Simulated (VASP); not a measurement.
Wanted: the native input for a VASP 6.6.1 run.

```
Task                   : relaxation of shape and atoms at fixed volume
Functional             : PBE
Potentials or basis    : VASP PAW PBE potentials, release 64 (In_d)
Cutoff                 : 600 eV
k mesh                 : 8 × 8 × 10
Occupations            : fermi-dirac, width 0.1 eV
Spin                   : no spin polarisation
Dipole correction      : no
Further INCAR settings : ALGO = Normal; EDIFF = 1e-06; IBRION = 2; EDIFFG = -0.005; NSW = 50; ISIF = 4
```

The structure of In lies in POSCAR:

```
In
1.0
    4.7953848533      0.0000000000      0.0000000000
   -2.3976924267      4.1529251038      0.0000000000
    0.0000000000      0.0000000000      2.9463638983
In
3
Direct
    0.0000000000      0.0000000000      0.0000000000
    0.3333333333      0.6666666667      0.5000000000
    0.6666666667      0.3333333333      0.5000000000
```

This isn't the form of In at room conditions, which is tetragonal.

One way to write it, as run:

INCAR

```
ALGO = Normal
EDIFF = 1E-6
EDIFFG = -0.005
ENCUT = 600
GGA = PE
IBRION = 2
ISIF = 4
ISMEAR = -1
LASPH = True
LCHARG = False
LREAL = False
LWAVE = False
NELM = 60
NSW = 50
PREC = Accurate
SIGMA = 0.1
```

KPOINTS

```
k-points
0
Gamma
  8 8 10
```

Potentials or basis: VASP PAW PBE potentials, release 64 (In_d).

Command:

```console
$ cat potpaw_PBE.64/In_d/POTCAR > POTCAR
$ mpirun -np 1 vasp_std > vasp.out
```

It gave:

- Energy gained by relaxing: 1.0 meV/atom
- Ionic steps: 3
- Pressure after relaxing: 30.7 GPa
- Band gap on the k mesh: zero (an odd number of electrons rules out a gap without spin polarisation)

Caveat: spin-orbit coupling is left out, which moves the levels of the heavy elements.

It took 3.5 min on 1 thread of Intel Xeon 8259CL, on a shared host, peak memory 0.24 GiB.
